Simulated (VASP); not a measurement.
A run of VASP 6.6.1 is set up as follows.

The input POSCAR:

```
WSe2
1.0
    3.2996674501      0.0000000000      0.0000000000
   -1.6498337251      2.8575958358      0.0000000000
    0.0000000000      0.0000000000     13.1487008971
W Se
2 4
Direct
    0.3333333333      0.6666666667      0.2500000000
    0.6666666667      0.3333333333      0.7500000000
    0.6666666667      0.3333333333      0.3766602602
    0.6666666667      0.3333333333      0.1233397398
    0.3333333333      0.6666666667      0.8766602602
    0.3333333333      0.6666666667      0.6233397398
```

The input INCAR.step1:

```
SYSTEM = WSe2
ALGO = Normal
EDIFF = 1E-4
ENCUT = 520
GGA = PE
ISMEAR = -1
LASPH = .True.
LCHARG = .False.
LREAL = .False.
LWAVE = .True.
NBANDS = 35
NELM = 60
PREC = Accurate
SIGMA = 0.02
```

The input INCAR.step2:

```
SYSTEM = WSe2
ALGO = Normal
BPARAM = 11.95
CPARAM = 0.0093
EDIFF = 1E-6
ENCUT = 520
ISIF = 2
ISMEAR = -1
ISTART = 1
IVDW_NL = 2
LASPH = .True.
LCHARG = .False.
LMIXTAU = .True.
LREAL = .False.
LUSE_VDW = .True.
LWAVE = .False.
METAGGA = R2SCAN
NBANDS = 35
NELM = 60
PREC = Accurate
SIGMA = 0.02
```

Contents of KPOINTS:

```
k-points
0
Gamma
  12 12 2
  0 0 0
```

Potentials or basis: VASP PAW PBE potentials, release 64 (W_sv, Se).

Run with:

```sh
$ cat potpaw_PBE.64/W_sv/POTCAR potpaw_PBE.64/Se/POTCAR > POTCAR
$ cp INCAR.step1 INCAR
$ mpirun -np 1 vasp_std > vasp.out
$ cp INCAR.step2 INCAR
$ mpirun -np 1 vasp_std > vasp.out
```

Estimate the pressure.

0.7 GPa.

Estimate the largest force.

0.075 eV/Å.

Predict the band gap on the k mesh.

1.14 eV (least direct gap 1.61 eV).

Forces on the atoms (eV/Å):
```
W    0.000  0.000  0.000
W    0.000  0.000  0.000
Se   0.000  0.000  0.075
Se   0.000  0.000 -0.075
Se   0.000  0.000  0.075
Se   0.000  0.000 -0.075
```

Caveat: the PAW data sets were made with another functional, which shifts forces and pressure a little; spin-orbit coupling is left out, which moves the levels of the heavy elements. A k mesh can miss the band edges.
